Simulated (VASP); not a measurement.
# TiAl3 (I4/mmm) in VASP: further runs, part 2 of 2

VASP 6.6.1. The steps go on from the part before.

## (6) Relaxation of cell and atoms, RPBE

This run uses another cell than the first one, of 15.63 Å³/atom.

File INCAR:

```
SYSTEM = TiAl3
  PREC = Accurate
  ENCUT = 500
  EDIFF = 1E-7
  ISMEAR = 1
  SIGMA = 0.1
  LREAL = .False.
  LASPH = .True.
  NELM = 120
  ALGO = Normal
  ISIF = 3
  LWAVE = .False.
  LCHARG = .False.
  GGA = RP
  IBRION = 2
  NSW = 80
  EDIFFG = -0.005
  GGA_COMPAT = .False.
  NELMIN = 4
```

File KPOINTS:

```
regular mesh
0
Gamma
  9 9 9
  0 0 0
```

File POSCAR:

```
TiAl3
1.0
   -1.9111070000      1.9111070000      4.2806690000
    1.9111070000     -1.9111070000      4.2806690000
    1.9111070000      1.9111070000     -4.2806690000
Ti Al
1 3
Direct
    0.0000000000      0.0000000000      0.0000000000
    0.5000000000      0.5000000000      0.0000000000
    0.7500000000      0.2500000000      0.5000000000
    0.2500000000      0.7500000000      0.5000000000
```

Potentials or basis: VASP PAW PBE potentials, release 64 (Ti_sv, Al).

The run is started by

```sh
$ cat potpaw_PBE.64/Ti_sv/POTCAR potpaw_PBE.64/Al/POTCAR > POTCAR
$ mpirun -np 1 vasp_std > vasp.out
```

OUTCAR:

```text
SYSTEM = TiAl3
   PREC = Accurate
   ENCUT = 500
   EDIFF = 1E-7
   ISMEAR = 1
   LREAL = .False.
   LASPH = .True.
   NELM = 120
   ISIF = 3
   GGA = RP
   IBRION = 2
   NSW = 80
   EDIFFG = -0.005
   NELMIN = 4

 ion  position               nearest neighbor table
   1  0.000  0.000  0.000-   2 2.70   2 2.70   2 2.70   2 2.70   4 2.87   3 2.87   4 2.87   4 2.87
                             3 2.87   3 2.87   4 2.87   3 2.87
   2  0.500  0.500  0.000-   1 2.70   1 2.70   1 2.70   1 2.70   4 2.87   3 2.87   4 2.87   3 2.87
                             4 2.87   4 2.87   3 2.87   3 2.87
   3  0.750  0.250  0.500-   4 2.70   4 2.70   4 2.70   4 2.70   2 2.87   1 2.87   2 2.87   1 2.87
                             2 2.87   2 2.87   1 2.87   1 2.87
   4  0.250  0.750  0.500-   3 2.70   3 2.70   3 2.70   3 2.70   2 2.87   1 2.87   2 2.87   2 2.87
                             1 2.87   1 2.87   2 2.87   1 2.87

  LATTYP: Found a body centered tetragonal cell.
 ALAT       =     3.8222140000
 C/A-ratio  =     2.2398897602

  Lattice vectors:

 A1 = (  -1.9111070000,   1.9111070000,   4.2806690000)
 A2 = (   1.9111070000,  -1.9111070000,   4.2806690000)
 A3 = (   1.9111070000,   1.9111070000,  -4.2806690000)

Analysis of symmetry for initial positions (statically):
=====================================================================
 Subroutine PRICEL returns:
 Original cell was already a primitive cell.

 Routine SETGRP: Setting up the symmetry group for a
 body centered tetragonal supercell.

 Subroutine GETGRP returns: Found 16 space group operations
 (whereof 16 operations were pure point group operations)
 out of a pool of 16 trial point group operations.

The static configuration has the point symmetry D_4h.

Analysis of symmetry for dynamics (positions and initial velocities):
=====================================================================
 Subroutine PRICEL returns:
 Original cell was already a primitive cell.

 Routine SETGRP: Setting up the symmetry group for a
 body centered tetragonal supercell.

 Subroutine GETGRP returns: Found 16 space group operations
 (whereof 16 operations were pure point group operations)
 out of a pool of 16 trial point group operations.

[... 151 lines left out ...]
  ---------------------------------------------------
  free energy    TOTEN  =       -19.48112002 eV

  energy without entropy =      -19.48247973  energy(sigma->0) =      -19.48157326

------------------------ aborting loop because EDIFF is reached ----------------------------------------

  FORCE on cell =-STRESS in cart. coord.  units (eV):
  Direction    XX          YY          ZZ          XY          YZ          ZX
  --------------------------------------------------------------------------------------
  -------------------------------------------------------------------------------------
  Total        1.6910186      1.6910186      1.6576356      0.0000000     -0.0000000      0.0000000
  in kB       43.3228805     43.3228805     42.4676279      0.0000000     -0.0000000      0.0000000
  external PRESSURE =      43.0377963 kB  Pullay stress =       0.0000000 kB
[... 139 lines left out ...]
--------------------------------------- Ionic step        5  -------------------------------------------

 number of electron      21.0000001 magnetization

 Free energy of the ion-electron system (eV)
  ---------------------------------------------------
  ext. energy  EPLUGINS =         0.00000000
  ---------------------------------------------------
  free energy    TOTEN  =       -19.51349064 eV

  energy without entropy =      -19.51489314  energy(sigma->0) =      -19.51395814

 E-fermi :   8.0744     XC(G=0): -10.5675

 val. band max:        8.0238144570   @ k =  -0.4444   0.1111   0.0000
 cond. band min:       8.0756372925   @ k =   0.1111   0.1111  -0.0000
 fundamental gap:      0.0518228355
 Fermi energy:         8.0743731557

 k-point     1 :       0.0000    0.0000    0.0000
  band No.  band energies     occupation
      1     -48.6222      2.00000
      2     -24.8564      2.00000
      3     -24.8564      2.00000
      4     -24.7858      2.00000
      5      -1.8547      2.00000
      6       5.2554      2.00000
      7       5.4731      2.00000
      8       6.7469      2.00000
      9       6.8801      2.00000
     10       6.8801      2.00000
     11       8.8824     -0.00000
     12       9.7399     -0.00000
     13       9.7399     -0.00000
     14      10.2687      0.00000
[... 377 lines left out ...]
      1     -48.6203      2.00000
      2     -24.8761      2.00000
      3     -24.8756      2.00000
      4     -24.7827      2.00000
      5       2.3492      2.00000
      6       3.1027      2.00000
      7       3.1049      2.00000
      8       4.9975      2.00000
      9       5.0306      2.00000
     10       6.4053      2.00000
     11       7.1083      2.00000
     12       9.8263     -0.00000
     13       9.8872     -0.00000
     14      10.2412      0.00000

 [... further k-points ...]

------------------------ aborting loop because EDIFF is reached ----------------------------------------

  FORCE on cell =-STRESS in cart. coord.  units (eV):
  Direction    XX          YY          ZZ          XY          YZ          ZX
  --------------------------------------------------------------------------------------
  -------------------------------------------------------------------------------------
  Total        0.0084994      0.0084994      0.0199618      0.0000000     -0.0000000      0.0000000
  in kB        0.2094524      0.2094524      0.4919231      0.0000000     -0.0000000      0.0000000
  external PRESSURE =       0.3036093 kB  Pullay stress =       0.0000000 kB
[... 19 lines left out ...]
  FREE ENERGIE OF THE ION-ELECTRON SYSTEM (eV)
  ---------------------------------------------------
  free  energy   TOTEN  =       -19.5134906393 eV

  energy  without entropy=      -19.5148931396  energy(sigma->0) =      -19.51395814

 reached required accuracy - stopping structural energy minimisation
```

Wall time 3.5 min (1 thread of Intel Xeon 6975P-C (Granite Rapids), shared host); peak memory 0.28 GiB.

Results:

```
Free energy                           : -19.5135 eV
Relaxed volume                        : 16.25 Å³/atom
Relaxed cell                          : a = 5.130 Å, b = 5.130 Å, c = 5.130 Å, α = 135.66°, β = 135.66°, γ = 64.50°
Space group after relaxing (to 0.1 Å) : I4/mmm (No. 139)
Energy gained by relaxing             : 8.1 meV/atom
Ionic steps                           : 5
Pressure after relaxing               : 0.0 GPa
Band gap on the k mesh                : zero (an odd number of electrons rules out a gap without spin polarisation)
```

Step by step:
```tsv
step	energy change (eV)	largest force (eV/Å)	pressure (GPa)	volume (Å³)
1	0.0000	0.0000	4.30	62.54
2	-0.0233	0.0000	-2.05	66.42
3	-0.0323	0.0000	0.00	65.03
4	-0.0323	0.0000	-0.07	65.08
5	-0.0324	0.0000	0.03	65.01
```

Final structure:
```cif
data_structure
_symmetry_space_group_name_H-M 'P 1'
_symmetry_Int_Tables_number 1
_cell_length_a 5.1296
_cell_length_b 5.1296
_cell_length_c 5.1296
_cell_angle_alpha 135.661
_cell_angle_beta 135.661
_cell_angle_gamma 64.504
_cell_volume 65.01
loop_
_atom_site_label
_atom_site_type_symbol
_atom_site_fract_x
_atom_site_fract_y
_atom_site_fract_z
_atom_site_occupancy
Ti1 Ti 0.00000 0.00000 0.00000 1
Al1 Al 0.50000 0.50000 0.00000 1
Al2 Al 0.75000 0.25000 0.50000 1
Al3 Al 0.25000 0.75000 0.50000 1
```

Levels at points of the mesh, in eV from the Fermi level:
| k point | band 7 | band 8 | band 9 | band 10 | band 11 | band 12 | band 13 | band 14 |
| --- | --- | --- | --- | --- | --- | --- | --- | --- |
| (0.00, 0.00, 0.00) | -2.60 | -1.33 | -1.19 | -1.19 | 0.81 | 1.67 | 1.67 | 2.19 |

Caveat: the PAW data sets were made with another functional, which shifts forces and pressure a little.

## (7) Summary

| task | level | cell | cutoff (eV) | gap on the mesh (eV) | pressure (GPa) |
| --- | --- | --- | --- | --- | --- |
| single point | revPBE+D3(BJ) | a = 4.988 Å, angles 135.6, 135.6, 64.6°, 4 atoms | 500 | none | -0.2 |
| single point | PBE+D3(BJ) | a = 5.027 Å, angles 135.7, 135.7, 64.5°, 4 atoms | 500 | none | -0.1 |
| single point | RPBE | a = 5.134 Å, angles 135.7, 135.7, 64.5°, 4 atoms | 500 | none | -0.1 |
| single point | r2SCAN+D4 | a = 5.051 Å, angles 135.7, 135.7, 64.5°, 4 atoms | 550 | none | -0.1 |
| relaxation of cell and atoms | RPBE | relaxed from a = 5.062 Å, angles 135.6, 135.6, 64.5°, 4 atoms | 500 | none | 0.0 |

Alike in all rows: potentials or basis VASP PAW PBE potentials, release 64 (Ti_sv, Al); no spin polarisation; k mesh 9 × 9 × 9; smearing methfessel-paxton 0.1 eV.

Caveats: the PAW data sets were made with another functional, which shifts forces and pressure a little (at least some runs).

Absolute energies hang on the potentials; compare differences alone.
